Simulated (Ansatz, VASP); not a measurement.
## One calculation of Al3Ni5, two programs

```
Al Ni
1.0
     3.29333   -3.58118    0.00000
     3.29333    3.58118    0.00000
     0.00000    0.00000    3.72035
Al Ni
3 5
Direct
  0.50000 0.50000 0.00000
  0.77969 0.22031 0.50000
  0.22031 0.77969 0.50000
  0.00000 0.00000 0.00000
  0.00000 0.50000 0.00000
  0.50000 0.00000 0.00000
  0.27624 0.27624 0.50000
  0.72376 0.72376 0.50000
```

Change from the starting cell: strain -0.0300 x Voigt [0, 1, 0, 0, 0, 0], atoms carried along.

Alike in both runs: task single point; functional PBEsol; k mesh 8 × 8 × 10; occupations gaussian, width 0.15 eV; no spin polarisation.

|  | VASP | Ansatz |
| --- | --- | --- |
| version | VASP 6.6.1 | Ansatz 0.2.0 |
| potentials or method | VASP PAW PBE potentials, release 64 (Al, Ni), cutoff 520 eV | scalar-relativistic, plane waves, PAW |
| valence electrons in the cell | 59 | 99 |

|  | VASP | Ansatz | Ansatz less VASP |
| --- | --- | --- | --- |
| gap on the k mesh at the Fermi level (eV) | none | none | - |
| pressure (GPa) | 6.3 | 6.1 | -0.11 |
| traceless stress, the component that is largest in VASP (GPa) | 2.67 | 2.70 | +0.029 |
| rms of the force components (eV/Å) | 0.018 | 0.017 | -0.0007 |

VASP's potentials were made for PBE, not for PBEsol. Atom by atom the forces differ by 0.004 eV/Å (rms over components). A gap of «none» marks a metal or a gap that the smearing closes. VASP's potentials hold 59 valence electrons a cell and Ansatz's 99, so a difference there can come from the potentials and not from the codes.
